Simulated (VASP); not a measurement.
Input of a VASP 6.6.1 run:

INCAR

```
PREC     = Accurate       # precision mode
ENCUT    = 600            # plane-wave cutoff, eV
EDIFF    = 1E-6           # SCF threshold, eV
ISMEAR   = -1             # smearing method
SIGMA    = 0.1            # smearing width, eV
LREAL    = False          # projectors in reciprocal space
LASPH    = True           # aspherical terms in the spheres
NELM     = 80             # most SCF steps
ALGO     = Normal         # electronic algorithm
ISIF     = 3              # what is computed and relaxed
LWAVE    = False          # write WAVECAR
LCHARG   = False          # write CHGCAR
GGA      = PS             # functional
IBRION   = 2              # ionic algorithm
NSW      = 100            # ionic steps
EDIFFG   = -0.002         # ionic threshold
PSTRESS  = 20.0
```

Contents of KPOINTS:

```
Automatic mesh
0
Gamma
  16 16 16
```

File POSCAR:

```
CuPd
1.0
    2.9617297411      0.0000000000      0.0000000000
    0.0000000000      2.9617297411      0.0000000000
    0.0000000000      0.0000000000      2.9617297411
Cu Pd
1 1
Direct
    0.0000000000      0.0000000000      0.0000000000
    0.5000000000      0.5000000000      0.5000000000
```

Potentials or basis: VASP PAW PBE potentials, release 64 (Cu, Pd).

The run is started by

```sh
$ cat potpaw_PBE.64/Cu/POTCAR potpaw_PBE.64/Pd/POTCAR > POTCAR
$ mpirun -np 1 vasp_std > vasp.out
```

(1) Predict the relaxed volume.

(2) Estimate the relaxed cell.

(3) Estimate the space group after relaxing (to 0.05 Å).

## Answers

(1) 12.87 Å³/atom.

(2) a = 2.953 Å, b = 2.953 Å, c = 2.953 Å, α = 90.00°, β = 90.00°, γ = 90.00°.

(3) Pm-3m (No. 221).

Caveat: the cell is relaxed towards a set pressure, so the enthalpy falls and the energy may rise; the PAW data sets were made with another functional, which shifts forces and pressure a little.
